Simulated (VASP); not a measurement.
Runs of VASP 6.6.1 on Ca. The structure is that of space group Pm-3m (No. 221), or close to it. The cells are those of the table. 

```tsv
cell	gap on the mesh (eV)	pressure (GPa)
a = 3.436, b = 3.489, c = 3.489 Å, 1 atom	none	(b)
a = 3.384, b = 3.489, c = 3.489 Å, 1 atom	none	(a)
a = 3.593, b = 3.489, c = 3.489 Å, 1 atom	none	-1.4
a = 3.698, b = 3.489, c = 3.489 Å, 1 atom	none	-1.6
a = 3.646, b = 3.489, c = 3.489 Å, 1 atom	none	-1.5
```

Alike in all rows: task single point; level LDA; potentials or basis VASP PAW LDA potentials, release 64 (Ca_sv); no spin polarisation; k mesh 14 × 14 × 14; cutoff (eV) 520; smearing gaussian 0.15 eV.

Question: Estimate the missing entries.

Answer: (a) -0.9; (b) -1.1.

A gap of «none» marks levels without a gap at the run's occupations.
